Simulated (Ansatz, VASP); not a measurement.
**One calculation of CaSe, two programs**

```
CELL_PARAMETERS angstrom
-0.01467 2.92712 2.92712
2.92712 -0.01467 2.92712
2.92712 2.92712 -0.01467
ATOMIC_POSITIONS crystal
Ca 0.00000 0.00000 0.00000
Se 0.50000 0.50000 0.50000
```

Change from the starting cell: equal xy, yz and zx engineering shears of -0.5 %.

Alike in both runs: task relaxation of the atoms; functional PBEsol; k mesh 6 × 6 × 6; no spin polarisation.

```csv
,VASP,Ansatz
version,VASP 6.6.1,Ansatz 0.2.0
potentials or method,"VASP PAW PBE potentials, release 64 (Ca_sv, Se), cutoff 520 eV","all-electron LAPW, scalar-relativistic"
occupations,"gaussian, width 0.01 eV",fixed
```

|  | VASP | Ansatz | Ansatz less VASP |
| --- | --- | --- | --- |
| gap on the k mesh at the Fermi level, each at its own relaxed structure (eV) | 1.84 | 1.85 | +0.013 |

VASP's potentials were made for PBE, not for PBEsol. Ansatz ran all-electron here, and VASP with PAW potentials.

Noted on VASP's run: the relaxation stopped at its first step, so nothing moved.
